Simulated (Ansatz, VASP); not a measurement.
**AlSn: VASP beside Ansatz**

```
CELL_PARAMETERS angstrom
4.19811 0.00000 0.00000
-2.09905 3.63567 0.00000
0.00000 0.00000 3.30685
ATOMIC_POSITIONS crystal
Sn 0.33333 0.66667 0.50000
Al 0.00000 0.00000 0.00000
```

Alike in both runs: task single point; functional PBE; k mesh 7 × 7 × 8; occupations gaussian, width 0.012 eV; no spin polarisation.

|  | VASP | Ansatz |
| --- | --- | --- |
| version | VASP 6.6.1 | Ansatz 0.2.0 |
| potentials or method | VASP PAW PBE potentials, release 64 (Sn_d, Al) | Ansatz PAW |
| plane-wave cutoff (eV) | 520 | 420 |
| valence electrons in the cell | 17 | 17 |

```csv
,VASP,Ansatz,Ansatz less VASP
gap on the k mesh at the Fermi level (eV),none,none,-
pressure (GPa),0.2,0.3,+0.05
"traceless stress, the component that is largest in VASP (GPa)",0.54,0.54,-0.001
```

A gap of «none» marks a metal or a gap that the smearing closes. With one functional, cell and mesh, what is left measures potentials, basis and numerics.
